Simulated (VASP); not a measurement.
# AlN (Pm) in VASP: further runs, part 2 of 3

VASP 6.6.1. Earlier steps stand in the parts before.

### Step 5. Single point, LDA (atom 1 (Al) moved by -0.248 Å along [1 0 0] and +0.620 Å along [1 2 0])

File INCAR:

```
SYSTEM = AlN
  ALGO = Normal
  EDIFF = 1E-6
  ENCUT = 520
  GGA = CA
  ISIF = 2
  ISMEAR = 0
  LASPH = .TRUE.
  LCHARG = .TRUE.
  LELF = .TRUE.
  LREAL = .FALSE.
  LVHAR = .TRUE.
  LWAVE = .FALSE.
  NBANDS = 26
  NELM = 100
  PREC = Accurate
  SIGMA = 0.05
```

File KPOINTS:

```
k-points
0
G
  8 6 4
  0 0 0
```

File POSCAR:

```
AlN
1.0
   -1.6378403119      2.8368226349      0.0000000000
    0.0000000000      0.0000000000      4.1006264518
    4.9135209358      2.8368226349      0.0000000000
Al N
4 4
Direct
    0.7017705101      0.7500000000      0.1834505323
    1.0000000000      0.7500000000      0.6666666667
    0.0000000000      0.2500000000      0.3333333333
    0.5000000000      0.2500000000      0.8333333333
    0.5000000000      0.2500000000      0.1666666667
    1.0000000000      0.2500000000      0.6666666667
    0.0000000000      0.7500000000      0.3333333333
    0.5000000000      0.7500000000      0.8333333333
```

Potentials or basis: VASP PAW LDA potentials, release 64 (Al, N).

Launch:

```sh
cat potpaw_LDA.64/Al/POTCAR potpaw_LDA.64/N/POTCAR > POTCAR
mpirun -np 1 vasp_std > vasp.out
```

OUTCAR:

```text
SYSTEM = AlN
   EDIFF = 1E-6
   ENCUT = 520
   GGA = CA
   ISIF = 2
   ISMEAR = 0
   LASPH = .TRUE.
   LREAL = .FALSE.
   NELM = 100
   PREC = Accurate

 ion  position               nearest neighbor table
   1  0.702  0.750  0.183-   7 1.30   8 2.09   5 2.16   5 2.16   3 2.43   3 2.43   7 2.45   2 2.91
                             4 2.93   4 2.93   2 3.09   3 3.20   3 3.20
   2  0.000  0.750  0.667-   8 1.89   8 1.89   7 1.89   6 2.05   6 2.05   4 2.79   4 2.79   4 2.79
                             4 2.79   3 2.79   3 2.79   1 2.91   1 3.09
   3  0.000  0.250  0.333-   5 1.89   5 1.89   6 1.89   7 2.05   7 2.05   1 2.43   1 2.43   2 2.79
                             2 2.79   1 3.20   1 3.20   4 3.28   4 3.28   4 3.28   4 3.28
   4  0.500  0.250  0.833-   6 1.89   6 1.89   5 1.89   8 2.05   8 2.05   2 2.79   2 2.79   2 2.79
                             2 2.79   1 2.93   1 2.93   3 3.28   3 3.28   3 3.28   3 3.28
   5  0.500  0.250  0.167-   3 1.89   3 1.89   4 1.89   1 2.16   1 2.16
   6  0.000  0.250  0.667-   4 1.89   4 1.89   3 1.89   2 2.05   2 2.05
   7  0.000  0.750  0.333-   1 1.30   2 1.89   3 2.05   3 2.05   1 2.45
   8  0.500  0.750  0.833-   2 1.89   2 1.89   4 2.05   4 2.05   1 2.09

  LATTYP: Found a simple orthorhombic cell.
 ALAT       =     3.2756806238
 B/A-ratio  =     1.2518395176
 C/A-ratio  =     1.7320508076

  Lattice vectors:

 A1 = (  -1.6378403119,   2.8368226349,   0.0000000000)
 A2 = (   0.0000000000,   0.0000000000,   4.1006264518)
 A3 = (   4.9135209358,   2.8368226349,   0.0000000000)

Analysis of symmetry for initial positions (statically):
=====================================================================
 Subroutine PRICEL returns:
 Original cell was already a primitive cell.

 Routine SETGRP: Setting up the symmetry group for a
 simple orthorhombic supercell.

 Subroutine GETGRP returns: Found  2 space group operations
 (whereof  1 operations were pure point group operations)
 out of a pool of  8 trial point group operations.

The static configuration has the point symmetry C_1 .
 The point group associated with its full space group is C_1h.

Analysis of symmetry for dynamics (positions and initial velocities):
=====================================================================
 Subroutine PRICEL returns:
 Original cell was already a primitive cell.

 Routine SETGRP: Setting up the symmetry group for a
 simple orthorhombic supercell.

 Subroutine GETGRP returns: Found  2 space group operations
 (whereof  1 operations were pure point group operations)
 out of a pool of  8 trial point group operations.

The dynamic configuration has the point symmetry C_1 .
 The point group associated with its full space group is C_1h.

 Subroutine INISYM returns: Found  2 space group operations
 (whereof  1 operations are pure point group operations),
 and found     1 'primitive' translations

----------------------------------------------------------------------------------------

                                     Primitive cell

  volume of cell :      76.2103

  direct lattice vectors                    reciprocal lattice vectors
    -1.637840312  2.836822635  0.000000000    -0.152640033  0.264380293  0.000000000
     0.000000000  0.000000000  4.100626452     0.000000000  0.000000000  0.243865178
     4.913520936  2.836822635  0.000000000     0.152640033  0.088126764  0.000000000

[... 52 lines left out ...]
  0.000000  0.000000  0.000000      1.000000
  0.125000  0.000000  0.000000      2.000000
  0.250000  0.000000  0.000000      2.000000
  0.375000  0.000000  0.000000      2.000000
  0.500000  0.000000  0.000000      1.000000
  0.000000  0.166667  0.000000      2.000000
[... 16 lines left out ...]
  0.125000  0.000000 -0.250000      2.000000
  0.250000  0.000000  0.250000      2.000000
 [... further k-points ...]
   k-points           NKPTS =     72   k-points in BZ     NKDIM =     72   number of bands    NBANDS=     26
   number of dos      NEDOS =    301   number of ions     NIONS =      8
   total plane-waves  NPLWV =  30240
   dimension x,y,z NGX =    24 NGY =   30 NGZ =   42
   dimension x,y,z NGXF=    48 NGYF=   60 NGZF=   84
   ions per type =               4   4
   NGX,Y,Z   is equivalent  to a cutoff of  12.18, 12.16, 12.31 a.u.
   NGXF,Y,Z  is equivalent  to a cutoff of  24.36, 24.32, 24.61 a.u.
 SYSTEM =  AlN
   PREC   = accura    normal or accurate (medium, high low for compatibility)
   ISTART =      0    job   : 0-new  1-cont  2-samecut
   ICHARG =      2    charge: 1-file 2-atom 10-const
   ISPIN  =      1    spin polarized calculation?
   LNONCOLLINEAR =      F non collinear calculations
   LSORBIT =      F    spin-orbit coupling
   LASPH  =      T    aspherical Exc in radial PAW
   ENCUT  =  520.0 eV  38.22 Ry    6.18 a.u.   6.09  7.62 10.55*2*pi/ulx,y,z
   NELM   =    100;   NELMIN=  2; NELMDL= -5     # of ELM steps
   EDIFF  = 0.1E-05   stopping-criterion for ELM
   LREAL  =      F    real-space projection
   EDIFFG = 0.1E-04   stopping-criterion for IOM
   NSW    =      0    number of steps for IOM
   IBRION =     -1    ionic relax: 0-MD 1-quasi-New 2-CG
   NFREE  =      0    steps in history (QN), initial steepest desc. (CG)
   ISIF   =      2    stress and relaxation
   ISYM   =      2    0-nonsym 1-usesym 2-fastsym
   POTIM  = 0.5000    time-step for ionic-motion
   TEBEG  =    0.0;   TEEND  =   0.0 temperature during run
   PSTRESS=    0.0 pullay stress
   NELECT =      32.0000    total number of electrons
   NUPDOWN=      -1.0000    fix difference up-down
   EMIN   =  10.00;   EMAX   =-10.00  energy-range for DOS
   EFERMI =   0.00;   METHOD = LEGACY
   ISMEAR =     0;   SIGMA  =   0.05  broadening in eV -4-tet -1-fermi 0-gaus
   EFERMI_NEDOS =   21; number of points for ismear=-14 and -15
   IALGO  =     38    algorithm
   IMIX   =      4    mixing-type and parameters
     AMIX     =   0.40;   BMIX     =  1.00
     AMIX_MAG =   1.60;   BMIX_MAG =  1.00
  volume/ion in A,a.u.               =       9.53        64.29
  Fermi-wavevector in a.u.,A,eV,Ry     =   1.225896  2.316607 20.447110  1.502820
  Thomas-Fermi vector in A             =   2.360917
   LORBIT       =      0    0 simple, 1 ext, 2 COOP (PROOUT), +10 PAW based schemes
   GGA     = CA    functional components
   LHFCALC =     F    Hartree Fock is set to
   AEXX    =    0.0000 exact exchange contribution
   IVDW    =     0    specifies the selected vdW correction
   LEPSILON=     F    determine dielectric tensor
   LRPA    =     F    only Hartree local field effects (RPA)
 non-spin polarized calculation
 Gauss-broadening in eV      SIGMA  =   0.05
  energy-cutoff  :      520.00
  volume of cell :       76.21
 maximum number of plane-waves:      2088
   NGX = 13   NGY = 15   NGZ = 21

 number of electron      32.0000003 magnetization

 Free energy of the ion-electron system (eV)
  ---------------------------------------------------
  ext. energy  EPLUGINS =         0.00000000
  ---------------------------------------------------
  free energy    TOTEN  =       -56.86666259 eV

  energy without entropy =      -56.86666259  energy(sigma->0) =      -56.86666259

 E-fermi :   8.1780     XC(G=0): -11.6464

 val. band max:        7.9464140855   @ k =   0.0000   0.0000   0.0000
 cond. band min:      11.1192763875   @ k =   0.0000   0.0000   0.0000
 fundamental gap:      3.1728623020
 Fermi energy:         8.1779912228

 k-point     1 :       0.0000    0.0000    0.0000
  band No.  band energies     occupation
      1      -8.8653      2.00000
      2      -6.9066      2.00000
      3      -5.6184      2.00000
      4      -4.8109      2.00000
      5       0.8471      2.00000
      6       1.3762      2.00000
[... 685 lines left out ...]
     25      17.9687      0.00000
     26      18.1493      0.00000

 [... further k-points ...]
[... 5 lines left out ...]
  --------------------------------------------------------------------------------------
  -------------------------------------------------------------------------------------
  Total        0.2242753     44.1297418      1.1416856      9.5613021      0.0000000      0.0000000
  in kB        4.7149614    927.7437316     24.0017644    201.0081571      0.0000000      0.0000000
  external PRESSURE =     318.8201524 kB  Pullay stress =       0.0000000 kB

 VOLUME and BASIS-vectors are now :
 -----------------------------------------------------------------------------
  energy-cutoff  :      520.00
  volume of cell :       76.21
      direct lattice vectors                 reciprocal lattice vectors
    -1.637840312  2.836822635  0.000000000    -0.152640033  0.264380293  0.000000000
     0.000000000  0.000000000  4.100626452     0.000000000  0.000000000  0.243865178
     4.913520936  2.836822635  0.000000000     0.152640033  0.088126764  0.000000000

 POSITION                                       TOTAL-FORCE (eV/Angst)
 -----------------------------------------------------------------------------------
     -0.24800      2.51122      3.07547        -6.671823    -40.753678      0.000000
      3.27568      1.89122      3.07547        -0.115568      0.355557      0.000000
      1.63784      0.94561      1.02516        -0.030218      1.744984      0.000000
      3.27568      3.78243      1.02516         0.339036     -0.117595      0.000000
      0.00000      1.89122      1.02516        -0.388332      1.558130      0.000000
      3.27568      1.89122      1.02516        -0.330236     -0.193832      0.000000
      1.63784      0.94561      3.07547         7.000172     36.207179      0.000000
      3.27568      3.78243      3.07547         0.196970      1.199254      0.000000
 -----------------------------------------------------------------------------------
    total drift:                                0.000182      0.000325     -0.000000

  FREE ENERGIE OF THE ION-ELECTRON SYSTEM (eV)
  ---------------------------------------------------
  free  energy   TOTEN  =       -56.8666625902 eV

  energy  without entropy=      -56.8666625902  energy(sigma->0) =      -56.86666259
```

Run time: 94 s. Hardware: 1 thread of Intel Xeon Platinum 8375C at 2.90GHz (Ice Lake), shared host; peak memory 0.22 GiB.

Results:

```yaml
Free_energy: -56.8667 eV
Pressure: 31.9 GPa
Largest_force: 41.296 eV/Å
Band_gap_on_the_k_mesh: 3.17 eV
```

Forces in eV/Å, atoms in the order of the input:
```
Al   -6.672 -40.754   0.000
Al   -0.116   0.356   0.000
Al   -0.030   1.745   0.000
Al    0.339  -0.118   0.000
N    -0.388   1.558   0.000
N    -0.330  -0.194   0.000
N     7.000  36.207   0.000
N     0.197   1.199   0.000
```

Caveat: the cell differs from its parent crystal (atom 1 (Al) moved by -0.248 Å along [1 0 0] and +0.620 Å along [1 2 0]); atoms lie so close that the PAW spheres overlap strongly, which falsifies energies and pressures; the stress differs along the axes, from 0 to 93 GPa; forces of over 1 eV/Å act on the atoms, so gaps and moduli don't describe the material at rest.

[end of part 2 of 3]
